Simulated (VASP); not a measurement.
Input of a VASP 6.6.1 run:

The input INCAR:

```
SYSTEM = Si
ALGO = Normal ; EDIFF = 1E-7
ENCUT = 520 ; GGA = PE
ISIF = 2 ; ISMEAR = 0
LASPH = .True. ; LCHARG = .False.
LREAL = .False. ; LWAVE = .False.
NBANDS = 11 ; NELM = 100
PREC = Accurate ; SIGMA = 0.01
```

KPOINTS

```
k-points
0
Gamma
  8 8 8
  0 0 0
```

POSCAR

```
Si
1.0
    0.0000000000      2.7754539205      2.7754539205
    2.7754539205      0.0000000000      2.7754539205
    2.7754539205      2.7754539205      0.0000000000
Si
2
Direct
    0.7500000000      0.7500000000      0.7500000000
    0.5000000000      0.5000000000      0.5000000000
```

Potentials or basis: VASP PAW PBE potentials, release 64 (Si).

Command:

```sh
$ cat potpaw_PBE.64/Si/POTCAR > POTCAR
$ mpirun -np 1 vasp_std > vasp.out
```

**Question.** Predict the pressure.

**Answer.** -3.6 GPa.

**Question.** Predict the band gap on the k mesh.

**Answer.** 0.72 eV, indirect (least direct gap 2.45 eV).

A k mesh can miss the band edges.
